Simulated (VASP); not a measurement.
Set up this calculation in VASP 6.6.1, as the native input.

* Task: relaxation of the atoms
* Functional: r2SCAN
* Potentials or basis: VASP PAW PBE potentials, release 64 (Al)
* Cutoff: 520 eV
* k mesh: 12 × 12 × 1
* Occupations: gaussian, width 0.1 eV
* Spin: no spin polarisation
* Dipole correction: yes
* Further INCAR settings: ALGO = Normal; EDIFF = 1e-06; IBRION = 2; EDIFFG = -0.02; NSW = 80

Al, a slab with vacuum:

```
Al
1.0
     2.82220    0.00000    0.00000
    -1.41110    2.44410    0.00000
     0.00000    0.00000   33.52412
Al
9
Direct
  0.33333 0.66667 0.22372
  0.00000 0.00000 0.29279
  0.66667 0.33333 0.36186
  0.00000 0.00000 0.43093
  0.33333 0.66667 0.50000
  0.00000 0.00000 0.56907
  0.66667 0.33333 0.63814
  0.00000 0.00000 0.70721
  0.33333 0.66667 0.77628
```

The input as run:

POSCAR

```
Al
1.0
    2.8221979706      0.0000000000      0.0000000000
   -1.4110989853      2.4440951371      0.0000000000
    0.0000000000      0.0000000000     33.5241186671
Al
9
Direct
    0.3333333333      0.6666666667      0.2237195279
    0.0000000000      0.0000000000      0.2927896459
    0.6666666667      0.3333333333      0.3618597639
    0.0000000000      0.0000000000      0.4309298820
    0.3333333333      0.6666666667      0.5000000000
    0.0000000000      0.0000000000      0.5690701180
    0.6666666667      0.3333333333      0.6381402361
    0.0000000000      0.0000000000      0.7072103541
    0.3333333333      0.6666666667      0.7762804721
```

INCAR.step1

```
SYSTEM = Al
PREC = Accurate
ENCUT = 520
ISMEAR = 0
SIGMA = 0.1
LREAL = .False.
LASPH = .True.
NELM = 60
LDIPOL = .True.
IDIPOL = 3
DIPOL = 0.5 0.5 0.500
GGA = PE
ALGO = Normal
EDIFF = 1E-4
LWAVE = .True.
LCHARG = .False.
KPAR = 4
```

INCAR.step2

```
SYSTEM = Al
PREC = Accurate
ENCUT = 520
EDIFF = 1E-6
ISMEAR = 0
SIGMA = 0.1
LREAL = .False.
LASPH = .True.
NELM = 60
ALGO = Normal
ISIF = 2
LWAVE = .False.
LCHARG = .False.
LDIPOL = .True.
IDIPOL = 3
DIPOL = 0.5 0.5 0.500
METAGGA = R2SCAN
LMIXTAU = .True.
IBRION = 2
NSW = 80
EDIFFG = -0.02
ISTART = 1
KPAR = 4
```

KPOINTS

```
Automatic mesh
0
Gamma
  12 12 1
  0 0 0
```

Potentials or basis: VASP PAW PBE potentials, release 64 (Al).

Command:

```console
$ cat potpaw_PBE.64/Al/POTCAR > POTCAR
$ cp INCAR.step1 INCAR
$ mpirun -np 4 vasp_std > vasp.out
$ cp INCAR.step2 INCAR
$ mpirun -np 4 vasp_std > vasp.out
```

Results of the run:

```json
{
 "Energy gained by relaxing": "0.3 meV/atom",
 "Ionic steps": "6",
 "Largest force after relaxing": "0.013 eV/Å"
}
```

Caveat: the highest band is partly filled, so the run has too few bands; the PAW data sets were made with another functional, which shifts forces and pressure a little.

Run time: 21 min on 4 MPI ranks on AMD EPYC 7R43 64-Core Processor (Zen 3), on a shared host, peak memory 0.41 GiB a rank.
